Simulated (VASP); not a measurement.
Input of a VASP 6.6.1 run:

Contents of INCAR:

```
PREC = Accurate ; ENCUT = 520
EDIFF = 1E-6 ; ISMEAR = -1
SIGMA = 0.1 ; LREAL = F
LASPH = T ; NELM = 60
ALGO = Normal ; ISIF = 2
LWAVE = F ; LCHARG = F
GGA = CA ; NBANDS = 13
```

KPOINTS

```
Automatic mesh
0
Gamma
  11 11 11
```

POSCAR

```
Pb
1.0
    0.0000000000      2.4375492138      2.4375492138
    2.4375492138      0.0000000000      2.4375492138
    2.4375492138      2.4375492138      0.0000000000
Pb
1
Direct
    0.0000000000      0.0000000000      0.0000000000
```

Potentials or basis: VASP PAW LDA potentials, release 64 (Pb_d).

Command:

```sh
$ cat potpaw_LDA.64/Pb_d/POTCAR > POTCAR
$ mpirun -np 1 vasp_std > vasp.out
```

Predict the pressure.

0.0 GPa.

Estimate the band gap on the k mesh.

zero (band 7 reaches 15.25 eV, above the bottom of band 8 at 6.00 eV).

Caveat: spin-orbit coupling is left out, which moves the levels of the heavy elements.
